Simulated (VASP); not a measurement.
# MgO (Fm-3m) in VASP: settings compared

MgO is run at these levels: LDA, PBEsol; tasks: single point.

All numbers are computed with VASP 6.6.1; they aren't measurements. Logs are shortened: lines on timing, memory, paths and dates and some standing lists are left out, and cuts for length are marked.

## (1) The cell of the first run

Symmetry: Fm-3m, No. 225, cubic system. The conventional cell has a = 4.137 Å, b = 4.137 Å, c = 4.137 Å, α = 90.00°, β = 90.00°, γ = 90.00°. Within 2.7 Å of Mg (site symmetry m-3m) lie 6 O at 2.07 Å. Within 2.7 Å of O (site symmetry m-3m) lie 6 Mg at 2.07 Å.

## (2) Single point, LDA

File INCAR:

```
SYSTEM = MgO
PREC     = Accurate       ! precision mode
ENCUT    = 520            ! plane-wave cutoff, eV
EDIFF    = 1E-6           ! SCF threshold, eV
ISMEAR   = -5             ! smearing method
SIGMA    = 0.05           ! smearing width, eV
LREAL    = .False.        ! projectors in reciprocal space
LASPH    = .True.         ! aspherical terms in the spheres
NELM     = 100            ! most SCF steps
ALGO     = Normal         ! electronic algorithm
ISIF     = 2              ! what is computed and relaxed
LWAVE    = .False.        ! write WAVECAR
LCHARG   = .True.         ! write CHGCAR
LELF     = .True.         ! ELF
LVHAR    = .True.       
NBANDS   = 11             ! bands
```

File KPOINTS:

```
Automatic mesh
0
Gamma
  11 11 11
  0 0 0
```

File POSCAR:

```
MgO
1.0
    0.0000000000      2.0686600618      2.0686600618
    2.0686600618      0.0000000000      2.0686600618
    2.0686600618      2.0686600618      0.0000000000
Mg O
1 1
Direct
    0.0000000000      0.0000000000      0.0000000000
    0.5000000000      0.5000000000      0.5000000000
```

Potentials or basis: VASP PAW LDA potentials, release 64 (Mg, O).

Started as:

```
cat potpaw_LDA.64/Mg/POTCAR potpaw_LDA.64/O/POTCAR > POTCAR
mpirun -np 1 vasp_std > vasp.out
```

OUTCAR:

```text
SYSTEM = MgO
   PREC = Accurate
   ENCUT = 520
   EDIFF = 1E-6
   ISMEAR = -5
   LREAL = .False.
   LASPH = .True.
   NELM = 100
   ISIF = 2

 ion  position               nearest neighbor table
   1  0.000  0.000  0.000-   2 2.07   2 2.07   2 2.07   2 2.07   2 2.07   2 2.07
   2  0.500  0.500  0.500-   1 2.07   1 2.07   1 2.07   1 2.07   1 2.07   1 2.07

  LATTYP: Found a face centered cubic cell.
 ALAT       =     4.1373201236

  Lattice vectors:

 A1 = (   0.0000000000,   2.0686600618,   2.0686600618)
 A2 = (   2.0686600618,   0.0000000000,   2.0686600618)
 A3 = (   2.0686600618,   2.0686600618,   0.0000000000)

Analysis of symmetry for initial positions (statically):
=====================================================================
 Subroutine PRICEL returns:
 Original cell was already a primitive cell.

 Routine SETGRP: Setting up the symmetry group for a
 face centered cubic supercell.

 Subroutine GETGRP returns: Found 48 space group operations
 (whereof 48 operations were pure point group operations)
 out of a pool of 48 trial point group operations.

The static configuration has the point symmetry O_h .

Analysis of symmetry for dynamics (positions and initial velocities):
=====================================================================
 Subroutine PRICEL returns:
 Original cell was already a primitive cell.

 Routine SETGRP: Setting up the symmetry group for a
 face centered cubic supercell.

 Subroutine GETGRP returns: Found 48 space group operations
 (whereof 48 operations were pure point group operations)
 out of a pool of 48 trial point group operations.

The dynamic configuration has the point symmetry O_h .

 Subroutine INISYM returns: Found 48 space group operations
 (whereof 48 operations are pure point group operations),
 and found     1 'primitive' translations

----------------------------------------------------------------------------------------

                                     Primitive cell

  volume of cell :      17.7051

  direct lattice vectors                    reciprocal lattice vectors
     0.000000000  2.068660062  2.068660062    -0.241702351  0.241702351  0.241702351
     2.068660062  0.000000000  2.068660062     0.241702351 -0.241702351  0.241702351
     2.068660062  2.068660062  0.000000000     0.241702351  0.241702351 -0.241702351

  length of vectors
     2.925527115  2.925527115  2.925527115     0.418640752  0.418640752  0.418640752

  position of ions in fractional coordinates (direct lattice)
     0.000000000  0.000000000  0.000000000
     0.500000000  0.500000000  0.500000000

  ion indices of the primitive-cell ions
   primitive index   ion index
                 1           1
                 2           2

----------------------------------------------------------------------------------------

 KPOINTS: Automatic mesh

Automatic generation of k-mesh.
 Grid dimensions read from file:
 generate k-points for:   11   11   11

 Generating k-lattice:

  Cartesian coordinates                     Fractional coordinates (reciprocal lattice)
    -0.021972941  0.021972941  0.021972941     0.090909091  0.000000000  0.000000000
     0.021972941 -0.021972941  0.021972941     0.000000000  0.090909091  0.000000000
     0.021972941  0.021972941 -0.021972941     0.000000000  0.000000000  0.090909091

  Length of vectors
     0.038058250  0.038058250  0.038058250

  Shift w.r.t. Gamma in fractional coordinates (k-lattice)
     0.000000000  0.000000000  0.000000000

 TETIRR: Found    201 inequivalent tetrahedra from     7986

 Subroutine IBZKPT returns following result:
 ===========================================

 Found     56 irreducible k-points:

 Following reciprocal coordinates:
            Coordinates               Weight
  0.000000  0.000000  0.000000      1.000000
  0.090909  0.000000  0.000000      8.000000
  0.181818  0.000000  0.000000      8.000000
  0.272727  0.000000  0.000000      8.000000
  0.363636  0.000000  0.000000      8.000000
  0.454545  0.000000  0.000000      8.000000
[... 16 lines left out ...]
 -0.272727  0.181818  0.000000     24.000000
 -0.181818  0.181818  0.000000     12.000000
 [... further k-points ...]
   k-points           NKPTS =     56   k-points in BZ     NKDIM =     56   number of bands    NBANDS=     11
   number of dos      NEDOS =    301   number of ions     NIONS =      2
   total plane-waves  NPLWV =  13824
   dimension x,y,z NGX =    24 NGY =   24 NGZ =   24
   dimension x,y,z NGXF=    48 NGYF=   48 NGZF=   48
   ions per type =               1   1
   NGX,Y,Z   is equivalent  to a cutoff of  13.64, 13.64, 13.64 a.u.
   NGXF,Y,Z  is equivalent  to a cutoff of  27.28, 27.28, 27.28 a.u.
 SYSTEM =  MgO
   PREC   = accura    normal or accurate (medium, high low for compatibility)
   ISTART =      0    job   : 0-new  1-cont  2-samecut
   ICHARG =      2    charge: 1-file 2-atom 10-const
   ISPIN  =      1    spin polarized calculation?
   LNONCOLLINEAR =      F non collinear calculations
   LSORBIT =      F    spin-orbit coupling
   LASPH  =      T    aspherical Exc in radial PAW
   ENCUT  =  520.0 eV  38.22 Ry    6.18 a.u.   5.44  5.44  5.44*2*pi/ulx,y,z
   NELM   =    100;   NELMIN=  2; NELMDL= -5     # of ELM steps
   EDIFF  = 0.1E-05   stopping-criterion for ELM
   LREAL  =      F    real-space projection
   EDIFFG = 0.1E-04   stopping-criterion for IOM
   NSW    =      0    number of steps for IOM
   IBRION =     -1    ionic relax: 0-MD 1-quasi-New 2-CG
   NFREE  =      0    steps in history (QN), initial steepest desc. (CG)
   ISIF   =      2    stress and relaxation
   ISYM   =      2    0-nonsym 1-usesym 2-fastsym
   POTIM  = 0.5000    time-step for ionic-motion
   TEBEG  =    0.0;   TEEND  =   0.0 temperature during run
   PSTRESS=    0.0 pullay stress
   NELECT =       8.0000    total number of electrons
   NUPDOWN=      -1.0000    fix difference up-down
   EMIN   =  10.00;   EMAX   =-10.00  energy-range for DOS
   EFERMI =   0.00;   METHOD = LEGACY
   ISMEAR =    -5;   SIGMA  =   0.05  broadening in eV -4-tet -1-fermi 0-gaus
   EFERMI_NEDOS =   21; number of points for ismear=-14 and -15
   IALGO  =     38    algorithm
   IMIX   =      4    mixing-type and parameters
     AMIX     =   0.40;   BMIX     =  1.00
     AMIX_MAG =   1.60;   BMIX_MAG =  1.00
  volume/ion in A,a.u.               =       8.85        59.74
  Fermi-wavevector in a.u.,A,eV,Ry     =   1.256239  2.373948 21.471859  1.578137
  Thomas-Fermi vector in A             =   2.389957
   LORBIT       =      0    0 simple, 1 ext, 2 COOP (PROOUT), +10 PAW based schemes
   GGA     = CA    functional components
   LHFCALC =     F    Hartree Fock is set to
   AEXX    =    0.0000 exact exchange contribution
   IVDW    =     0    specifies the selected vdW correction
   LEPSILON=     F    determine dielectric tensor
   LRPA    =     F    only Hartree local field effects (RPA)
 non-spin polarized calculation
 Fermi weights with tetrahedron method with Bloechl corrections
  energy-cutoff  :      520.00
  volume of cell :       17.71
 maximum number of plane-waves:       531
 NGX is ok and might be reduce to    24
   NGX = 11   NGY = 11   NGZ = 11

 number of electron       7.9999998 magnetization

 Free energy of the ion-electron system (eV)
  ---------------------------------------------------
  ext. energy  EPLUGINS =         0.00000000
  ---------------------------------------------------
  free energy    TOTEN  =       -13.44492771 eV

  energy without entropy =      -13.44492771  energy(sigma->0) =      -13.44492771

 E-fermi :   3.4440     XC(G=0): -11.8535

 val. band max:        3.3005190135   @ k =   0.0000   0.0000   0.0000
 cond. band min:       8.4989472814   @ k =   0.0000   0.0000   0.0000
 fundamental gap:      5.1984282679
 Fermi energy:         3.4440481739

 k-point     1 :       0.0000    0.0000    0.0000
  band No.  band energies     occupation
      1     -13.9928      2.00000
      2       3.3005      2.00000
      3       3.3005      2.00000
      4       3.3005      2.00000
      5       8.4989      0.00000
      6      19.1169      0.00000
      7      19.1169      0.00000
      8      19.1169      0.00000
      9      23.2843      0.00000
     10      24.9954      0.00000
     11      24.9954      0.00000

 k-point     2 :       0.0909    0.0000    0.0000
  band No.  band energies     occupation
      1     -13.8924      2.00000
      2       2.7355      2.00000
      3       3.2373      2.00000
      4       3.2373      2.00000
      5       9.0208      0.00000
      6      18.0342      0.00000
      7      19.3344      0.00000
      8      19.3344      0.00000
      9      24.4071      0.00000
     10      24.4071      0.00000
     11      24.7852      0.00000

 k-point     3 :       0.1818    0.0000    0.0000
  band No.  band energies     occupation
      1     -13.6119      2.00000
      2       1.5082      2.00000
      3       3.0729      2.00000
      4       3.0729      2.00000
      5      10.0730      0.00000
      6      16.6134      0.00000
      7      19.8314      0.00000
      8      19.8314      0.00000
      9      23.6996      0.00000
     10      23.6996      0.00000
     11      26.1183      0.00000
[... 267 lines left out ...]
 k-point    23 :      -0.2727    0.1818    0.0000
  band No.  band energies     occupation
      1     -12.7306      2.00000
      2      -0.4240      2.00000
      3       1.6140      2.00000
      4       2.6733      2.00000
      5      12.5427      0.00000
      6      15.3423      0.00000
      7      18.2742      0.00000
      8      20.9804      0.00000
      9      23.0530      0.00000
     10      25.0147      0.00000
     11      28.5660      0.00000

 k-point    24 :      -0.1818    0.1818    0.0000
  band No.  band energies     occupation
      1     -13.0915      2.00000
      2       0.2906      2.00000
      3       2.0869      2.00000
      4       2.8783      2.00000
      5      11.7544      0.00000
      6      15.4025      0.00000
      7      19.0668      0.00000
      8      21.4106      0.00000
      9      21.5914      0.00000
     10      24.8523      0.00000
     11      28.3973      0.00000

 [... further k-points ...]

------------------------ aborting loop because EDIFF is reached ----------------------------------------

  FORCE on cell =-STRESS in cart. coord.  units (eV):
  Direction    XX          YY          ZZ          XY          YZ          ZX
  --------------------------------------------------------------------------------------
  -------------------------------------------------------------------------------------
  Total        0.1255498      0.1255498      0.1255498      0.0000000      0.0000000     -0.0000000
  in kB       11.3613272     11.3613272     11.3613272      0.0000000      0.0000000     -0.0000000
  external PRESSURE =      11.3613272 kB  Pullay stress =       0.0000000 kB

 VOLUME and BASIS-vectors are now :
 -----------------------------------------------------------------------------
  energy-cutoff  :      520.00
  volume of cell :       17.71
      direct lattice vectors                 reciprocal lattice vectors
     0.000000000  2.068660062  2.068660062    -0.241702351  0.241702351  0.241702351
     2.068660062  0.000000000  2.068660062     0.241702351 -0.241702351  0.241702351
     2.068660062  2.068660062  0.000000000     0.241702351  0.241702351 -0.241702351

 POSITION                                       TOTAL-FORCE (eV/Angst)
 -----------------------------------------------------------------------------------
      0.00000      0.00000      0.00000        -0.000000     -0.000000      0.000000
      2.06866      2.06866      2.06866         0.000000      0.000000     -0.000000
 -----------------------------------------------------------------------------------
    total drift:                               -0.000000     -0.000000      0.000000

  FREE ENERGIE OF THE ION-ELECTRON SYSTEM (eV)
  ---------------------------------------------------
  free  energy   TOTEN  =       -13.4449277062 eV

  energy  without entropy=      -13.4449277062  energy(sigma->0) =      -13.44492771
```

Wall time 6.4 s (1 thread of Intel Xeon Platinum 8488C (Sapphire Rapids), shared host); peak memory 0.13 GiB.

Results:

* Free energy: -13.4449 eV
* Pressure: 1.1 GPa
* Band gap on the k mesh: 5.20 eV, direct

Levels at points of the mesh, in eV from the valence-band top:
```
           k point  band 1  band 2  band 3  band 4  band 5  band 6  band 7  band 8  band 9
(0.00, 0.00, 0.00)  -17.29    0.00    0.00    0.00    5.20   15.82   15.82   15.82   19.98
```

## (3) Single point, PBEsol

This run uses another cell than the first one, of 9.22 Å³/atom, 1.042 times its volume.

File INCAR:

```
SYSTEM = MgO
  PREC = Accurate
  ENCUT = 520
  EDIFF = 1E-7
  ISMEAR = 0
  SIGMA = 0.02
  LREAL = .False.
  LASPH = .True.
  NELM = 80
  ALGO = Normal
  ISIF = 2
  LWAVE = .False.
  LCHARG = .True.
  GGA = PS
  LELF = .True.
  LVHAR = .True.
  NBANDS = 11
```

File KPOINTS:

```
regular mesh
0
Gamma
  11 11 11
  0 0 0
```

File POSCAR:

```
MgO
1.0
    0.0000000000      2.0970013927      2.0970013927
    2.0970013927      0.0000000000      2.0970013927
    2.0970013927      2.0970013927      0.0000000000
Mg O
1 1
Direct
    0.0000000000      0.0000000000      0.0000000000
    0.5000000000      0.5000000000      0.5000000000
```

Potentials or basis: VASP PAW PBE potentials, release 64 (Mg, O).

Started as:

```
cat potpaw_PBE.64/Mg/POTCAR potpaw_PBE.64/O/POTCAR > POTCAR
mpirun -np 1 vasp_std > vasp.out
```

Wall time 7.9 s (1 thread of Intel Xeon Platinum 8488C (Sapphire Rapids), shared host); peak memory 0.14 GiB.

The run converged. Its results:

* Free energy: -12.5110 eV
* Pressure: 1.9 GPa
* Band gap on the k mesh: 4.76 eV, direct

Levels at points of the mesh, in eV from the valence-band top:
| k point | band 1 | band 2 | band 3 | band 4 | band 5 | band 6 | band 7 | band 8 |
| --- | --- | --- | --- | --- | --- | --- | --- | --- |
| (0.00, 0.00, 0.00) | -17.27 | 0.00 | 0.00 | 0.00 | 4.76 | 15.70 | 15.70 | 15.70 |

Caveat: the PAW data sets were made with another functional, which shifts forces and pressure a little. Expect the measured gap to be larger: semilocal functionals such as PBEsol lack the derivative discontinuity.
